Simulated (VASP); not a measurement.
# TaSi2 (P6_422) in VASP: further runs, part 2 of 2

VASP 6.6.1.

### Step 5. Single point, PBE (15.05 Å³/atom)

This run uses another cell than the first one, of 15.05 Å³/atom.

File INCAR:

```
PREC = Accurate
ENCUT = 520
EDIFF = 1E-6
ISMEAR = -1
SIGMA = 0.05
LREAL = False
LASPH = True
NELM = 60
ALGO = Normal
ISIF = 2
LWAVE = False
LCHARG = True
GGA = PE
LELF = True
LVHAR = True
NBANDS = 38
```

File KPOINTS:

```
Automatic mesh
0
Gamma
  11 11 7
```

File POSCAR:

```
TaSi2
1.0
    4.8468537417      0.0000000000      0.0000000000
   -2.4234268708      4.1974984688      0.0000000000
    0.0000000000      0.0000000000      6.6564572831
Ta Si
3 6
Direct
    0.5000000000      0.0000000000      0.0000000000
    0.5000000000      0.5000000000      0.6666666667
    0.0000000000      0.5000000000      0.3333333333
    0.1589700000      0.3179400000      0.0000000000
    0.8410300000      0.1589700000      0.6666666667
    0.6820600000      0.8410300000      0.3333333333
    0.8410300000      0.6820600000      0.0000000000
    0.1589700000      0.8410300000      0.6666666667
    0.3179400000      0.1589700000      0.3333333333
```

Launch:

```console
cat potpaw_PBE.64/Ta_pv/POTCAR potpaw_PBE.64/Si/POTCAR > POTCAR
mpirun -np 1 vasp_std > vasp.out
```

Run time: 6.5 min. Hardware: 1 thread of Oxide Virtual Turin-like, shared host; peak memory 0.37 GiB.

It converged, with:

```yaml
Free_energy: -72.2271 eV
Pressure: -4.5 GPa
Largest_force: 0.004 eV/Å
Band_gap_on_the_k_mesh: zero (an odd number of electrons rules out a gap without spin polarisation)
```

Forces on the atoms (eV/Å):
```
Ta   0.000  0.000  0.000
Ta   0.000  0.000  0.000
Ta   0.000  0.000  0.000
Si   0.000  0.004  0.000
Si  -0.004  0.002  0.000
Si  -0.004 -0.002  0.000
Si   0.000 -0.004  0.000
Si   0.004 -0.002  0.000
Si   0.004  0.002  0.000
```

Stress tensor (GPa, compression positive):
```
-4.31  0.00  0.00
 0.00 -4.31  0.00
 0.00  0.00 -4.89
```

Levels at points of the mesh, in eV from the Fermi level:
```
           k point  band 25  band 26  band 27  band 28  band 29  band 30  band 31  band 32  band 33  band 34
(0.00, 0.00, 0.00)    -2.42    -2.40    -2.10    -2.10    -1.47     0.74     2.87     2.87     3.16     3.38
```

Caveat: the cell stands under tension; spin-orbit coupling is left out, which moves the levels of the heavy elements.

### Step 6. Single point, PBE (15.34 Å³/atom)

This run uses another cell than the first one, of 15.34 Å³/atom.

File INCAR:

```
SYSTEM = TaSi2
ALGO = Normal
EDIFF = 1E-6
ENCUT = 520
GGA = PE
ISIF = 2
ISMEAR = -1
LASPH = .TRUE.
LCHARG = .TRUE.
LELF = .TRUE.
LREAL = .FALSE.
LVHAR = .TRUE.
LWAVE = .FALSE.
NBANDS = 38
NELM = 60
PREC = Accurate
SIGMA = 0.05
```

File KPOINTS:

```
k-points
0
G
  11 11 7
  0 0 0
```

POSCAR, as its differences from that of step 5:

```diff
@@ -2,5 +2,5 @@
 1.0
-    4.8468537417      0.0000000000      0.0000000000
-   -2.4234268708      4.1974984688      0.0000000000
-    0.0000000000      0.0000000000      6.6564572831
+    4.8777262540      0.0000000000      0.0000000000
+   -2.4388631270      4.2242348486      0.0000000000
+    0.0000000000      0.0000000000      6.6988562433
 Ta Si
```

Potentials or basis: VASP PAW PBE potentials, release 64 (Ta_pv, Si).

Launch:

```console
cat potpaw_PBE.64/Ta_pv/POTCAR potpaw_PBE.64/Si/POTCAR > POTCAR
mpirun -np 1 vasp_std > vasp.out
```

OUTCAR:

```text
SYSTEM = TaSi2
   EDIFF = 1E-6
   ENCUT = 520
   GGA = PE
   ISIF = 2
   ISMEAR = -1
   LASPH = .TRUE.
   LREAL = .FALSE.
   NELM = 60
   PREC = Accurate

 ion  position               nearest neighbor table
   1  0.500  0.000  0.000-   6 2.66   9 2.66   8 2.66   5 2.66   4 2.78   7 2.78   7 2.78   4 2.78
                             4 2.88   7 2.88   2 3.31   2 3.31   3 3.31   3 3.31
   2  0.500  0.500  0.667-   4 2.66   7 2.66   6 2.66   9 2.66   5 2.78   8 2.78   8 2.78   5 2.78
                             8 2.88   5 2.88   1 3.31   1 3.31   3 3.31   3 3.31
   3  0.000  0.500  0.333-   4 2.66   7 2.66   5 2.66   8 2.66   9 2.78   6 2.78   9 2.78   6 2.78
                             6 2.88   9 2.88   1 3.31   1 3.31   2 3.31   2 3.31
   4  0.159  0.318  0.000-   5 2.61   9 2.61   3 2.66   2 2.66   7 2.69   1 2.78   1 2.78   1 2.88
                             7 2.88   7 2.88
   5  0.841  0.159  0.667-   4 2.61   6 2.61   1 2.66   3 2.66   8 2.69   2 2.78   2 2.78   2 2.88
                             8 2.88   8 2.88
   6  0.682  0.841  0.333-   7 2.61   5 2.61   1 2.66   2 2.66   9 2.69   3 2.78   3 2.78   3 2.88
                             9 2.88   9 2.88
   7  0.841  0.682  0.000-   8 2.61   6 2.61   3 2.66   2 2.66   4 2.69   1 2.78   1 2.78   1 2.88
[... 219 lines left out ...]
      6     -25.6683      2.00000
[... 973 lines left out ...]
     37      12.1983      0.00000
     38      12.3544      0.00000

 [... further k-points ...]

------------------------ aborting loop because EDIFF is reached ----------------------------------------

  FORCE on cell =-STRESS in cart. coord.  units (eV):
  Direction    XX          YY          ZZ          XY          YZ          ZX
  --------------------------------------------------------------------------------------
  -------------------------------------------------------------------------------------
  Total       -6.1406144     -6.1406144     -7.1921027     -0.0000000     -0.0000000      0.0000000
  in kB      -71.2781260    -71.2781260    -83.4834384     -0.0000000     -0.0000000      0.0000000
  external PRESSURE =     -75.3465635 kB  Pullay stress =       0.0000000 kB

 VOLUME and BASIS-vectors are now :
 -----------------------------------------------------------------------------
  energy-cutoff  :      520.00
  volume of cell :      138.03
      direct lattice vectors                 reciprocal lattice vectors
     4.877726254  0.000000000  0.000000000     0.205013555  0.118364631  0.000000000
    -2.438863127  4.224234849  0.000000000     0.000000000  0.236729262  0.000000000
     0.000000000  0.000000000  6.698856243     0.000000000  0.000000000  0.149279215

 POSITION                                       TOTAL-FORCE (eV/Angst)
 -----------------------------------------------------------------------------------
      2.43886      0.00000      0.00000         0.000000      0.000000      0.000000
      1.21943      2.11212      4.46590        -0.000000      0.000000     -0.000000
     -1.21943      2.11212      2.23295        -0.000000      0.000000     -0.000000
     -0.00000      1.34305      0.00000         0.000000      0.008901      0.000000
      3.71461      0.67153      4.46590        -0.007709      0.004451      0.000000
      1.27574      3.55271      2.23295        -0.007709     -0.004451      0.000000
      2.43886      2.88118      0.00000        -0.000000     -0.008901      0.000000
     -1.27574      3.55271      4.46590         0.007709     -0.004451      0.000000
      1.16312      0.67153      2.23295         0.007709      0.004451      0.000000
 -----------------------------------------------------------------------------------
    total drift:                                0.000000     -0.000000     -0.000000

  FREE ENERGIE OF THE ION-ELECTRON SYSTEM (eV)
  ---------------------------------------------------
  free  energy   TOTEN  =       -72.1294256381 eV

  energy  without entropy=      -72.1005058965  energy(sigma->0) =      -72.11496577
```

OSZICAR:

```text
N       E                     dE             d eps       ncg     rms          rms(c)
DAV:   1     0.373212289862E+03    0.37321E+03   -0.27896E+04  4872   0.140E+03
DAV:   2    -0.554979161171E+02   -0.42871E+03   -0.41702E+03  5540   0.351E+02
DAV:   3    -0.743341202773E+02   -0.18836E+02   -0.18460E+02  6212   0.643E+01
DAV:   4    -0.746922455900E+02   -0.35813E+00   -0.35597E+00  6208   0.876E+00
DAV:   5    -0.746978253621E+02   -0.55798E-02   -0.55745E-02  6056   0.115E+00    0.282E+01
DAV:   6    -0.723637584380E+02    0.23341E+01   -0.10121E+01  6310   0.138E+01    0.124E+01
DAV:   7    -0.721618549848E+02    0.20190E+00   -0.62945E-01  6090   0.362E+00    0.452E+00
DAV:   8    -0.721300788997E+02    0.31776E-01   -0.68139E-02  6298   0.128E+00    0.518E-01
DAV:   9    -0.721295011215E+02    0.57778E-03   -0.45126E-03  6410   0.299E-01    0.277E-01
DAV:  10    -0.721294515416E+02    0.49580E-04   -0.79567E-04  6164   0.167E-01    0.436E-02
DAV:  11    -0.721294287646E+02    0.22777E-04   -0.61300E-05  6248   0.433E-02    0.167E-02
DAV:  12    -0.721294266214E+02    0.21432E-05   -0.57232E-06  5552   0.127E-02    0.421E-03
DAV:  13    -0.721294256381E+02    0.98333E-06   -0.70580E-07  3618   0.414E-03
   1 F= -.72129426E+02 E0= -.72114966E+02  d E =-.289197E-01
```

Wall time 6.8 min (1 thread of Oxide Virtual Turin-like, shared host); peak memory 0.37 GiB.

Results:

| Property | Result |
| --- | --- |
| Free energy | -72.1294 eV |
| Pressure | -7.5 GPa |
| Largest force | 0.009 eV/Å |
| Band gap on the k mesh | zero (an odd number of electrons rules out a gap without spin polarisation) |

Forces on the atoms (eV/Å):
```
Ta   0.000  0.000  0.000
Ta   0.000  0.000  0.000
Ta   0.000  0.000  0.000
Si   0.000  0.009  0.000
Si  -0.008  0.004  0.000
Si  -0.008 -0.004  0.000
Si   0.000 -0.009  0.000
Si   0.008 -0.004  0.000
Si   0.008  0.004  0.000
```

Caveat: the cell stands under tension; spin-orbit coupling is left out, which moves the levels of the heavy elements.

### Step 7. The runs side by side

```csv
cell,gap on the mesh (eV),pressure (GPa),largest force (eV/Å)
"a = 4.784, b = 4.784, c = 6.570 Å, angles 90.0, 90.0, 120.0°, 9 atoms, atomic positions A",none,2.6,-
"a = 4.784, b = 4.784, c = 6.636 Å, angles 90.0, 90.0, 120.0°, 9 atoms, atomic positions B",none,0.5,0.01
"a = 4.816, b = 4.816, c = 6.614 Å, angles 90.0, 90.0, 120.0°, 9 atoms, atomic positions A",none,-1.1,-
"a = 4.847, b = 4.847, c = 6.656 Å, angles 90.0, 90.0, 120.0°, 9 atoms, atomic positions A",none,-4.5,-
"a = 4.878, b = 4.878, c = 6.699 Å, angles 90.0, 90.0, 120.0°, 9 atoms, atomic positions A",none,-7.5,0.01
```

Alike in all rows: task single point; level PBE; potentials or basis VASP PAW PBE potentials, release 64 (Ta_pv, Si); no spin polarisation; k mesh 11 × 11 × 7; cutoff (eV) 520; smearing fermi-dirac 0.05 eV.

Caveats: spin-orbit coupling is left out, which moves the levels of the heavy elements; the cell stands under tension (at least some runs).

Absolute energies hang on the potentials; compare differences alone.
